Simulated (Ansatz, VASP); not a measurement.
# Te2Mo: VASP beside Ansatz

```xyz
6
Lattice="3.4942 0.0000 0.0000 -1.7471 3.0261 0.0000 0.0000 0.0000 14.5659" Properties=species:S:1:pos:R:3 pbc="T T T"
Te    0.0000    2.0174    9.1165
Te    1.7471    1.0087    1.8336
Te    1.7471    1.0087    5.4494
Te    0.0000    2.0174   12.7323
Mo    0.0000    2.0174    3.6415
Mo    1.7471    1.0087   10.9244
```

Change from the starting cell: strain along c alone, the other axes held, atoms relaxed: +4.0 %.

Alike in both runs: functional PBEsol; k mesh 12 × 12 × 2; occupations gaussian, width 0.02 eV; no spin polarisation.

Ansatz relaxed the structure, and its values are those at the end. VASP's run is a single point on that final structure, the one shown.

|  | VASP | Ansatz |
| --- | --- | --- |
| version | VASP 6.6.1 | Ansatz 0.2.0 |
| potentials or method | VASP PAW PBE potentials, release 64 (Te, Mo_sv), cutoff 520 eV | scalar-relativistic, plane waves, PAW |
| valence electrons in the cell | 52 | 92 |

```tsv
	VASP	Ansatz	Ansatz less VASP
gap on the k mesh at the Fermi level (eV)	0.88	0.87	-0.004
least direct gap on the mesh (eV)	1.12	1.12	+0.001
pressure (GPa)	-0.3	-0.5	-0.12
rms of the force components (eV/Å)	0.014	0.000	-0.0134
```

VASP's potentials were made for PBE, not for PBEsol. The functional is the same, so the differences come from potentials, cutoffs and numerics. VASP's potentials hold 52 valence electrons a cell and Ansatz's 92, so a difference there can come from the potentials and not from the codes. Ansatz's warnings: stress scf threshold loose.

Neither program's run includes spin-orbit coupling.
